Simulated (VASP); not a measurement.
# SrO (Fm-3m) in VASP: single point with HSE06

Aim: the single point of SrO with HSE06.

Everything below comes from runs of VASP 6.6.1. Logs are shortened: lines on timing, memory, paths and dates and some standing lists are left out, and cuts for length are marked.

### 1 The cell of the first run

Symmetry: Fm-3m, No. 225, cubic system. The conventional cell has a = 5.263 Å, b = 5.263 Å, c = 5.263 Å, α = 90.00°, β = 90.00°, γ = 90.00°. Sr (site symmetry m-3m) has 6 O at 2.63 Å within 3.5 Å. O (site symmetry m-3m) has 6 Sr at 2.63 Å within 3.5 Å.

### 2 Single point, HSE06 (strain +2.0%)

POSCAR

```
SrO
1.0
    0.0000000000      2.6314901724      2.6314901724
    2.6314901724      0.0000000000      2.6314901724
    2.6314901724      2.6314901724      0.0000000000
Sr O
1 1
Direct
    0.0000000000      0.0000000000      0.0000000000
    0.5000000000      0.5000000000      0.5000000000
```

INCAR.step1

```
  PREC = Accurate
  ENCUT = 520
  EDIFF = 1E-5
  ISMEAR = 0
  SIGMA = 0.01
  LREAL = F
  LASPH = T
  NELM = 60
  ALGO = Normal
  ISIF = 2
  LWAVE = T
  GGA = PE
  NBANDS = 15
```

INCAR.step2

```
  PREC = Accurate
  ENCUT = 520
  EDIFF = 1E-7
  ISMEAR = 0
  SIGMA = 0.01
  LREAL = F
  LASPH = T
  NELM = 60
  ALGO = Normal
  ISIF = 2
  LWAVE = F
  LCHARG = T
  GGA = PE
  LHFCALC = T
  HFSCREEN = 0.2079
  PRECFOCK = Normal
  LELF = T
  LVHAR = T
  ISTART = 1
  NBANDS = 15
```

KPOINTS

```
Automatic mesh
0
Gamma
  6 6 6
```

Potentials or basis: VASP PAW PBE potentials, release 64 (Sr_sv, O).

The run is started by

```console
$ cat potpaw_PBE.64/Sr_sv/POTCAR potpaw_PBE.64/O/POTCAR > POTCAR
$ cp INCAR.step1 INCAR
$ mpirun -np 1 vasp_std > vasp.out
$ cp INCAR.step2 INCAR
$ mpirun -np 1 vasp_std > vasp.out
```

OUTCAR:

```text
PREC = Accurate
   ENCUT = 520
   EDIFF = 1E-7
   ISMEAR = 0
   LREAL = F
   LASPH = T
   NELM = 60
   ISIF = 2
   GGA = PE
   LHFCALC = T
   HFSCREEN = 0.2079
   PRECFOCK = Normal
   ISTART = 1

 ion  position               nearest neighbor table
   1  0.000  0.000  0.000-   2 2.63   2 2.63   2 2.63   2 2.63   2 2.63   2 2.63
   2  0.500  0.500  0.500-   1 2.63   1 2.63   1 2.63   1 2.63   1 2.63   1 2.63

  LATTYP: Found a face centered cubic cell.
 ALAT       =     5.2629803448

  Lattice vectors:

 A1 = (   0.0000000000,   2.6314901724,   2.6314901724)
 A2 = (   2.6314901724,   0.0000000000,   2.6314901724)
 A3 = (   2.6314901724,   2.6314901724,   0.0000000000)

Analysis of symmetry for initial positions (statically):
=====================================================================
 Subroutine PRICEL returns:
 Original cell was already a primitive cell.

 Routine SETGRP: Setting up the symmetry group for a
 face centered cubic supercell.

 Subroutine GETGRP returns: Found 48 space group operations
 (whereof 48 operations were pure point group operations)
 out of a pool of 48 trial point group operations.

The static configuration has the point symmetry O_h .

Analysis of symmetry for dynamics (positions and initial velocities):
=====================================================================
 Subroutine PRICEL returns:
 Original cell was already a primitive cell.

 Routine SETGRP: Setting up the symmetry group for a
 face centered cubic supercell.

 Subroutine GETGRP returns: Found 48 space group operations
 (whereof 48 operations were pure point group operations)
 out of a pool of 48 trial point group operations.

The dynamic configuration has the point symmetry O_h .

 Subroutine INISYM returns: Found 48 space group operations
 (whereof 48 operations are pure point group operations),
 and found     1 'primitive' translations

----------------------------------------------------------------------------------------

                                     Primitive cell

  volume of cell :      36.4448

  direct lattice vectors                    reciprocal lattice vectors
     0.000000000  2.631490172  2.631490172    -0.190006410  0.190006410  0.190006410
     2.631490172  0.000000000  2.631490172     0.190006410 -0.190006410  0.190006410
[... 90 lines left out ...]
   EFERMI =   0.00;   METHOD = LEGACY
   ISMEAR =     0;   SIGMA  =   0.01  broadening in eV -4-tet -1-fermi 0-gaus
   EFERMI_NEDOS =   21; number of points for ismear=-14 and -15
   IALGO  =     38    algorithm
   IMIX   =      1    mixing-type and parameters
     AMIX     =   0.40;   BMIX     =  1.00
     AMIX_MAG =   1.60;   BMIX_MAG =  1.00
  volume/ion in A,a.u.               =      18.22       122.97
  Fermi-wavevector in a.u.,A,eV,Ry     =   1.244237  2.351267 21.063525  1.548125
  Thomas-Fermi vector in A             =   2.378512
   LORBIT       =      0    0 simple, 1 ext, 2 COOP (PROOUT), +10 PAW based schemes
   GGA     = PE    functional components
   LHFCALC =     T    Hartree Fock is set to
   PRECFOCK=normal    Normal, Fast or Accurate (Low or Medium for compatibility)
   ENCUT4O =  -1.0   cutoff for four orbital integrals eV
   NKREDX  =     1    reduce k-point grid by
   NKREDY  =     1    reduce k-point grid by
   NKREDZ  =     1    reduce k-point grid by
   AEXX    =    0.2500 exact exchange contribution
   HFSCREEN=    0.2079 screening length (either q_TF or 0.3 A-1)
   HFSCREENC=   0.2079 screening length for correlation (either q_TF or 0.3 A-1)
   ENCUTFOCK=  -1.0 apply spherical cutoff to Coloumb kernel
   IVDW    =     0    specifies the selected vdW correction
   LEPSILON=     F    determine dielectric tensor
   LRPA    =     F    only Hartree local field effects (RPA)
 non-spin polarized calculation
 Gauss-broadening in eV      SIGMA  =   0.01
  energy-cutoff  :      520.00
  volume of cell :       36.44
 maximum number of plane-waves:      1002
  NGX = 24; NGY = 24; NGZ = 24

 number of electron      16.0000006 magnetization

 Free energy of the ion-electron system (eV)
  ---------------------------------------------------
  ext. energy  EPLUGINS =         0.00000000
  ---------------------------------------------------
  free energy    TOTEN  =       -14.15386372 eV

  energy without entropy =      -14.15386372  energy(sigma->0) =      -14.15386372

 E-fermi :   0.3904     XC(G=0):  -8.0082

 val. band max:        0.3058306146   @ k =   0.0000   0.0000   0.0000
 cond. band min:       5.0521310911   @ k =   0.5000   0.5000   0.0000
 fundamental gap:      4.7463004765
 Fermi energy:         0.3903785806

 k-point     1 :       0.0000    0.0000    0.0000
  band No.  band energies     occupation
      1     -34.2996      2.00000
      2     -16.1700      2.00000
      3     -14.7153      2.00000
      4     -14.7153      2.00000
      5     -14.7153      2.00000
      6       0.3058      2.00000
      7       0.3058      2.00000
      8       0.3058      2.00000
      9       5.2490      0.00000
     10       7.9887      0.00000
     11       7.9887      0.00000
     12       7.9887      0.00000
     13      10.0888      0.00000
     14      10.0888      0.00000
[... 257 lines left out ...]
      2     -16.5461      2.00000
      3     -15.4058      2.00000
      4     -15.1550      2.00000
      5     -14.4367      2.00000
      6      -0.5682      2.00000
      7      -0.2812      2.00000
      8      -0.0898      2.00000
      9       6.3732      0.00000
     10       9.2309      0.00000
     11      10.0040      0.00000
     12      12.6672      0.00000
     13      12.7869      0.00000
     14      14.2483      0.00000
     15      14.9243      0.00000

------------------------ aborting loop because EDIFF is reached ----------------------------------------

  FORCE on cell =-STRESS in cart. coord.  units (eV):
  Direction    XX          YY          ZZ          XY          YZ          ZX
  --------------------------------------------------------------------------------------
  -------------------------------------------------------------------------------------
  Total       -1.0606639     -1.0606639     -1.0606639      0.0000000      0.0000000     -0.0000000
  in kB      -46.6286792    -46.6286792    -46.6286792      0.0000000      0.0000000     -0.0000000
  external PRESSURE =     -46.6286792 kB  Pullay stress =       0.0000000 kB

 VOLUME and BASIS-vectors are now :
 -----------------------------------------------------------------------------
  energy-cutoff  :      520.00
  volume of cell :       36.44
      direct lattice vectors                 reciprocal lattice vectors
     0.000000000  2.631490172  2.631490172    -0.190006410  0.190006410  0.190006410
     2.631490172  0.000000000  2.631490172     0.190006410 -0.190006410  0.190006410
     2.631490172  2.631490172  0.000000000     0.190006410  0.190006410 -0.190006410

 POSITION                                       TOTAL-FORCE (eV/Angst)
 -----------------------------------------------------------------------------------
      0.00000      0.00000      0.00000         0.000000      0.000000      0.000000
      2.63149      2.63149      2.63149         0.000000     -0.000000     -0.000000
 -----------------------------------------------------------------------------------
    total drift:                                0.000000      0.000000      0.000000

  FREE ENERGIE OF THE ION-ELECTRON SYSTEM (eV)
  ---------------------------------------------------
  free  energy   TOTEN  =       -14.1538637193 eV

  energy  without entropy=      -14.1538637193  energy(sigma->0) =      -14.15386372
```

OUTCAR.step1:

```text
PREC = Accurate
   ENCUT = 520
   EDIFF = 1E-5
   ISMEAR = 0
   LREAL = F
   LASPH = T
[... 497 lines left out ...]
 -----------------------------------------------------------------------------------
      0.00000      0.00000      0.00000         0.000000      0.000000      0.000000
      2.63149      2.63149      2.63149        -0.000000     -0.000000     -0.000000
 -----------------------------------------------------------------------------------
    total drift:                                0.000000      0.000000      0.000000

  FREE ENERGIE OF THE ION-ELECTRON SYSTEM (eV)
  ---------------------------------------------------
  free  energy   TOTEN  =       -12.0458816287 eV

  energy  without entropy=      -12.0458816287  energy(sigma->0) =      -12.04588163
```

Run time: 86 min. Hardware: 1 thread of AMD EPYC 7R13, shared host; peak memory 0.28 GiB.

Results:

```yaml
Free_energy: -14.1539 eV
Pressure: -4.7 GPa
Band_gap_on_the_k_mesh: 4.75 eV (least direct gap 4.89 eV)
```

Caveat: the cell differs from its parent crystal (strain +2.0%); the cell stands under tension; the PAW data sets were made with another functional, which shifts forces and pressure a little.
